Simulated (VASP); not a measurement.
# Be (R-3m) in VASP: a series of runs

Runs on Be. Level: PBE. Tasks: single point.

Everything below comes from runs of VASP 6.6.1. Logs are shortened: lines on timing, memory, paths and dates and some standing lists are left out, and cuts for length are marked.

### 1 The cell of the first run

The structure is trigonal, space group R-3m (No. 166). Conventional cell: a = 3.580 Å, b = 3.580 Å, c = 2.127 Å, α = 90.00°, β = 90.00°, γ = 120.00°. Be (site symmetry -3m) has 14 Be at 2.13 to 2.51 Å within 2.8 Å.

### 2 Single point, PBE (equal xy, yz and zx shear strains of -2 %)

Input file INCAR:

```
SYSTEM = Be
PREC = Accurate ; ENCUT = 520
EDIFF = 1E-6 ; ISMEAR = -1
SIGMA = 0.03 ; LREAL = .FALSE.
LASPH = .TRUE. ; NELM = 60
ALGO = Normal ; ISIF = 2
LWAVE = .FALSE. ; LCHARG = .FALSE.
GGA = PE ; NBANDS = 7
```

Input file KPOINTS:

```
regular mesh
0
G
  23 23 23
  0 0 0
```

Input file POSCAR:

```
Be
1.0
   -1.2781833703      1.2531209513      1.2531209513
    1.2531209513     -1.2781833703      1.2531209513
    1.2531209513      1.2531209513     -1.2781833703
Be
1
Direct
    0.0000000000      0.0000000000      0.0000000000
```

Potentials or basis: VASP PAW PBE potentials, release 64 (Be).

Started as:

```sh
cat potpaw_PBE.64/Be/POTCAR > POTCAR
mpirun -np 1 vasp_std > vasp.out
```

OUTCAR:

```text
SYSTEM = Be
   PREC = Accurate
   ENCUT = 520
   EDIFF = 1E-6
   ISMEAR = -1
   LREAL = .FALSE.
   LASPH = .TRUE.
   NELM = 60
   ISIF = 2
   GGA = PE

 ion  position               nearest neighbor table
   1  0.000  0.000  0.000-

  LATTYP: Found a trigonal (rhomboedric) cell.
 ALAT       =     2.1850347744
 COS(alpha) =    -0.3420602552

  Lattice vectors:

 A1 = (  -1.2781833703,   1.2531209513,   1.2531209513)
 A2 = (   1.2531209513,  -1.2781833703,   1.2531209513)
 A3 = (   1.2531209513,   1.2531209513,  -1.2781833703)

Analysis of symmetry for initial positions (statically):
=====================================================================
 Subroutine PRICEL returns:
 Original cell was already a primitive cell.

 Routine SETGRP: Setting up the symmetry group for a
 trigonal (rhombohedral) supercell.

 Subroutine GETGRP returns: Found 12 space group operations
 (whereof 12 operations were pure point group operations)
 out of a pool of 12 trial point group operations.

The static configuration has the point symmetry D_3d.

Analysis of symmetry for dynamics (positions and initial velocities):
=====================================================================
 Subroutine PRICEL returns:
 Original cell was already a primitive cell.

 Routine SETGRP: Setting up the symmetry group for a
 trigonal (rhombohedral) supercell.

 Subroutine GETGRP returns: Found 12 space group operations
 (whereof 12 operations were pure point group operations)
 out of a pool of 12 trial point group operations.

The dynamic configuration has the point symmetry D_3d.

 Subroutine INISYM returns: Found 12 space group operations
 (whereof 12 operations are pure point group operations),
 and found     1 'primitive' translations

----------------------------------------------------------------------------------------

                                     Primitive cell

  volume of cell :       7.8688

  direct lattice vectors                    reciprocal lattice vectors
    -1.278183370  1.253120951  1.253120951     0.008062311  0.403115562  0.403115562
     1.253120951 -1.278183370  1.253120951     0.403115562  0.008062311  0.403115562
     1.253120951  1.253120951 -1.278183370     0.403115562  0.403115562  0.008062311

  length of vectors
     2.185034774  2.185034774  2.185034774     0.570148501  0.570148501  0.570148501

  position of ions in fractional coordinates (direct lattice)
     0.000000000  0.000000000  0.000000000

  ion indices of the primitive-cell ions
   primitive index   ion index
                 1           1

----------------------------------------------------------------------------------------

 KPOINTS: regular mesh

Automatic generation of k-mesh.
 Grid dimensions read from file:
 generate k-points for:   23   23   23

 Generating k-lattice:

  Cartesian coordinates                     Fractional coordinates (reciprocal lattice)
     0.000350535  0.017526764  0.017526764     0.043478261 -0.000000000 -0.000000000
     0.017526764  0.000350535  0.017526764    -0.000000000  0.043478261 -0.000000000
     0.017526764  0.017526764  0.000350535    -0.000000000 -0.000000000  0.043478261

  Length of vectors
     0.024789065  0.024789065  0.024789065

  Shift w.r.t. Gamma in fractional coordinates (k-lattice)
     0.000000000  0.000000000  0.000000000

 Subroutine IBZKPT returns following result:
 ===========================================

 Found   1156 irreducible k-points:

 Following reciprocal coordinates:
            Coordinates               Weight
  0.000000  0.000000  0.000000      1.000000
  0.043478 -0.000000 -0.000000      6.000000
  0.086957  0.000000  0.000000      6.000000
  0.130435 -0.000000 -0.000000      6.000000
  0.173913 -0.000000 -0.000000      6.000000
  0.217391  0.000000  0.000000      6.000000
[... 16 lines left out ...]
  0.478261  0.043478  0.000000     12.000000
 -0.478261  0.043478  0.000000     12.000000
 [... further k-points ...]
   k-points           NKPTS =   1156   k-points in BZ     NKDIM =   1156   number of bands    NBANDS=      7
   number of dos      NEDOS =    301   number of ions     NIONS =      1
   total plane-waves  NPLWV =   4096
   dimension x,y,z NGX =    16 NGY =   16 NGZ =   16
   dimension x,y,z NGXF=    32 NGYF=   32 NGZF=   32
   ions per type =               1
   NGX,Y,Z   is equivalent  to a cutoff of  12.17, 12.17, 12.17 a.u.
   NGXF,Y,Z  is equivalent  to a cutoff of  24.35, 24.35, 24.35 a.u.
 SYSTEM =  Be
   PREC   = accura    normal or accurate (medium, high low for compatibility)
   ISTART =      0    job   : 0-new  1-cont  2-samecut
   ICHARG =      2    charge: 1-file 2-atom 10-const
   ISPIN  =      1    spin polarized calculation?
   LNONCOLLINEAR =      F non collinear calculations
   LSORBIT =      F    spin-orbit coupling
   LASPH  =      T    aspherical Exc in radial PAW
   ENCUT  =  520.0 eV  38.22 Ry    6.18 a.u.   4.06  4.06  4.06*2*pi/ulx,y,z
   NELM   =     60;   NELMIN=  2; NELMDL= -5     # of ELM steps
   EDIFF  = 0.1E-05   stopping-criterion for ELM
   LREAL  =      F    real-space projection
   EDIFFG = 0.1E-04   stopping-criterion for IOM
   NSW    =      0    number of steps for IOM
   IBRION =     -1    ionic relax: 0-MD 1-quasi-New 2-CG
   NFREE  =      0    steps in history (QN), initial steepest desc. (CG)
   ISIF   =      2    stress and relaxation
   ISYM   =      2    0-nonsym 1-usesym 2-fastsym
   POTIM  = 0.5000    time-step for ionic-motion
   TEBEG  =    0.0;   TEEND  =   0.0 temperature during run
   PSTRESS=    0.0 pullay stress
   NELECT =       2.0000    total number of electrons
   NUPDOWN=      -1.0000    fix difference up-down
   EMIN   =  10.00;   EMAX   =-10.00  energy-range for DOS
   EFERMI =   0.00;   METHOD = LEGACY
   ISMEAR =    -1;   SIGMA  =   0.03  broadening in eV -4-tet -1-fermi 0-gaus
   EFERMI_NEDOS =   21; number of points for ismear=-14 and -15
   IALGO  =     38    algorithm
   IMIX   =      4    mixing-type and parameters
     AMIX     =   0.40;   BMIX     =  1.00
     AMIX_MAG =   1.60;   BMIX_MAG =  1.00
  volume/ion in A,a.u.               =       7.87        53.10
  Fermi-wavevector in a.u.,A,eV,Ry     =   1.037008  1.959662 14.631518  1.075386
  Thomas-Fermi vector in A             =   2.171426
   LORBIT       =      0    0 simple, 1 ext, 2 COOP (PROOUT), +10 PAW based schemes
   GGA     = PE    functional components
   LHFCALC =     F    Hartree Fock is set to
   AEXX    =    0.0000 exact exchange contribution
   IVDW    =     0    specifies the selected vdW correction
   LEPSILON=     F    determine dielectric tensor
   LRPA    =     F    only Hartree local field effects (RPA)
 non-spin polarized calculation
  energy-cutoff  :      520.00
  volume of cell :        7.87
 maximum number of plane-waves:       232
   NGX =  9   NGY =  9   NGZ =  9

 number of electron       2.0000000 magnetization

 Free energy of the ion-electron system (eV)
  ---------------------------------------------------
  ext. energy  EPLUGINS =         0.00000000
  ---------------------------------------------------
  free energy    TOTEN  =        -3.65944448 eV

  energy without entropy =       -3.65888109  energy(sigma->0) =       -3.65916279

 E-fermi :   7.9542     XC(G=0): -10.6277

 val. band max:        7.9420841234   @ k =  -0.4348  -0.4348   0.2609
 cond. band min:       7.9634683665   @ k =   0.3913   0.3913   0.2174
 fundamental gap:      0.0213842431
 Fermi energy:         7.9542455235

 k-point     1 :       0.0000    0.0000    0.0000
  band No.  band energies     occupation
      1      -4.3138      2.00000
      2      26.9363      0.00000
      3      26.9363      0.00000
      4      27.8730      0.00000
      5      38.3585      0.00000
      6      38.4524      0.00000
      7      38.4524      0.00000

 k-point     2 :       0.0435   -0.0000   -0.0000
  band No.  band energies     occupation
      1      -4.2461      2.00000
      2      26.6928      0.00000
      3      26.8682      0.00000
      4      27.5227      0.00000
      5      37.6108      0.00000
      6      38.0189      0.00000
      7      38.8342      0.00000

 k-point     3 :       0.0870    0.0000    0.0000
  band No.  band energies     occupation
      1      -4.0429      2.00000
      2      26.0099      0.00000
      3      26.5196      0.00000
      4      26.6648      0.00000
      5      36.1459      0.00000
      6      36.1582      0.00000
      7      39.1967      0.00000

 k-point     4 :       0.1304   -0.0000   -0.0000
  band No.  band energies     occupation
      1      -3.7041      2.00000
      2      24.7357      0.00000
      3      25.2353      0.00000
      4      26.3335      0.00000
      5      34.5877      0.00000
      6      34.6574      0.00000
      7      38.5291      0.00000

 k-point     5 :       0.1739   -0.0000   -0.0000
  band No.  band energies     occupation
      1      -3.2299      2.00000
      2      22.6656      0.00000
      3      24.1907      0.00000
      4      25.8973      0.00000
      5      33.2676      0.00000
      6      33.6507      0.00000
      7      38.2811      0.00000
[... 161 lines left out ...]
 k-point    22 :       0.4348    0.0435   -0.0000
  band No.  band energies     occupation
      1       2.5189      2.00000
      2       9.1298      0.00000
      3      19.8103      0.00000
      4      22.7725      0.00000
      5      28.9741      0.00000
      6      33.8592      0.00000
      7      43.2179      0.00000

 k-point    23 :       0.4783    0.0435    0.0000
  band No.  band energies     occupation
      1       2.9189      2.00000
      2       8.5735      0.00000
      3      19.7210      0.00000
      4      22.6635      0.00000
      5      28.9375      0.00000
      6      33.9528      0.00000
      7      43.6736      0.00000

 k-point    24 :      -0.4783    0.0435    0.0000
  band No.  band energies     occupation
      1       2.4950      2.00000
      2       9.1594      0.00000
      3      19.7923      0.00000
      4      22.6868      0.00000
      5      29.0712      0.00000
      6      33.9050      0.00000
      7      43.1937      0.00000

 [... further k-points ...]
[... 5 lines left out ...]
  --------------------------------------------------------------------------------------
  -------------------------------------------------------------------------------------
  Total       -0.0248172     -0.0248172     -0.0248172      0.2091556      0.2091556      0.2091556
  in kB       -5.0530799     -5.0530799     -5.0530799     42.5865417     42.5865417     42.5865417
  external PRESSURE =      -5.0530799 kB  Pullay stress =       0.0000000 kB

 VOLUME and BASIS-vectors are now :
 -----------------------------------------------------------------------------
  energy-cutoff  :      520.00
  volume of cell :        7.87
      direct lattice vectors                 reciprocal lattice vectors
    -1.278183370  1.253120951  1.253120951     0.008062311  0.403115562  0.403115562
     1.253120951 -1.278183370  1.253120951     0.403115562  0.008062311  0.403115562
     1.253120951  1.253120951 -1.278183370     0.403115562  0.403115562  0.008062311

 POSITION                                       TOTAL-FORCE (eV/Angst)
 -----------------------------------------------------------------------------------
      0.00000      0.00000      0.00000         0.000000     -0.000000     -0.000000
 -----------------------------------------------------------------------------------
    total drift:                               -0.000000      0.000000      0.000000

  FREE ENERGIE OF THE ION-ELECTRON SYSTEM (eV)
  ---------------------------------------------------
  free  energy   TOTEN  =        -3.6594444847 eV

  energy  without entropy=       -3.6588810947  energy(sigma->0) =       -3.65916279
```

It took 18 s on 1 thread of Intel Xeon 6975P-C, shared host; peak memory 0.16 GiB.

What came out:

- Free energy: -3.6594 eV
- Pressure: -0.5 GPa
- Band gap on the k mesh: zero (band 1 reaches 11.47 eV, above the bottom of band 2 at 6.40 eV)

Levels at points of the mesh, in eV from the Fermi level:
```csv
k point,band 1,band 2,band 3,band 4,band 5,band 6
"(0.00, 0.00, 0.00)",-12.27,18.98,18.98,19.92,30.40,30.50
```

Caveat: the cell differs from its parent crystal (equal xy, yz and zx shear strains of -2 %).

### 3 Single point, PBE (equal xy, yz and zx shear strains of +1 %)

Input file INCAR:

```
ALGO = Normal ; EDIFF = 1E-7
ENCUT = 520 ; GGA = PE
ISIF = 2 ; ISMEAR = -1
LASPH = True ; LCHARG = False
LREAL = False ; LWAVE = False
NBANDS = 7 ; NELM = 60
PREC = Accurate ; SIGMA = 0.03
```

Input file KPOINTS:

```
k-points
0
Gamma
  23 23 23
```

Input file POSCAR:

```
Be
1.0
   -1.2405897418      1.2531209513      1.2531209513
    1.2531209513     -1.2405897418      1.2531209513
    1.2531209513      1.2531209513     -1.2405897418
Be
1
Direct
    0.0000000000      0.0000000000      0.0000000000
```

Potentials or basis: VASP PAW PBE potentials, release 64 (Be).

Started as:

```sh
cat potpaw_PBE.64/Be/POTCAR > POTCAR
mpirun -np 1 vasp_std > vasp.out
```

Run time: 25 s. Hardware: 1 thread of Intel Xeon 6975P-C, shared host; peak memory 0.16 GiB.

It converged, with:

* Free energy: -3.6641 eV
* Pressure: -0.7 GPa
* Band gap on the k mesh: zero (band 1 reaches 11.45 eV, above the bottom of band 2 at 6.61 eV)

Stress tensor (GPa, compression positive):
```
-0.67 -1.96 -1.96
-1.96 -0.67 -1.96
-1.96 -1.96 -0.67
```

Levels at points of the mesh, in eV from the Fermi level:
| k point | band 1 | band 2 | band 3 | band 4 |
| --- | --- | --- | --- | --- |
| (0.00, 0.00, 0.00) | -12.27 | 19.02 | 19.44 | 19.44 |

Caveat: the cell differs from its parent crystal (equal xy, yz and zx shear strains of +1 %).

### 4 Single point, PBE (equal xy, yz and zx shear strains of +3 %)

Input file INCAR:

```
PREC = Accurate ; ENCUT = 520
EDIFF = 1E-6 ; ISMEAR = -1
SIGMA = 0.03 ; LREAL = False
LASPH = True ; NELM = 100
ALGO = Normal ; ISIF = 2
LWAVE = False ; LCHARG = False
GGA = PE ; NBANDS = 7
```

Input file KPOINTS:

```
regular mesh
0
Gamma
  23 23 23
```

Input file POSCAR:

```
Be
1.0
   -1.2155273228      1.2531209513      1.2531209513
    1.2531209513     -1.2155273228      1.2531209513
    1.2531209513      1.2531209513     -1.2155273228
Be
1
Direct
    0.0000000000      0.0000000000      0.0000000000
```

Started as:

```sh
cat potpaw_PBE.64/Be/POTCAR > POTCAR
mpirun -np 1 vasp_std > vasp.out
```

Run time: 16 s. Hardware: 1 thread of Intel Xeon 6975P-C, shared host; peak memory 0.16 GiB.

It converged, with:

```yaml
Free_energy: -3.6530 eV
Pressure: -0.2 GPa
Band_gap_on_the_k_mesh: zero (band 1 reaches 11.38 eV, above the bottom of band 2 at 6.62 eV)
```

Stress tensor (GPa, compression positive):
```
-0.21 -5.60 -5.60
-5.60 -0.21 -5.60
-5.60 -5.60 -0.21
```

Levels at points of the mesh, in eV from the Fermi level:
```
           k point  band 1  band 2  band 3  band 4  band 5
(0.00, 0.00, 0.00)  -12.25   18.52   19.67   19.67   29.98
```

Caveat: the cell differs from its parent crystal (equal xy, yz and zx shear strains of +3 %).

### 5 Summary

| cell | gap on the mesh (eV) | pressure (GPa) |
| --- | --- | --- |
| a = 2.185 Å, angles 110.0°, 1 atom | none | -0.5 |
| a = 2.163 Å, angles 109.2°, 1 atom | none | -0.7 |
| a = 2.149 Å, angles 108.6°, 1 atom | none | -0.2 |

Alike in all rows: task single point; level PBE; potentials or basis VASP PAW PBE potentials, release 64 (Be); no spin polarisation; k mesh 23 × 23 × 23; cutoff (eV) 520; smearing fermi-dirac 0.03 eV.

Absolute energies hang on the potentials; compare differences alone.
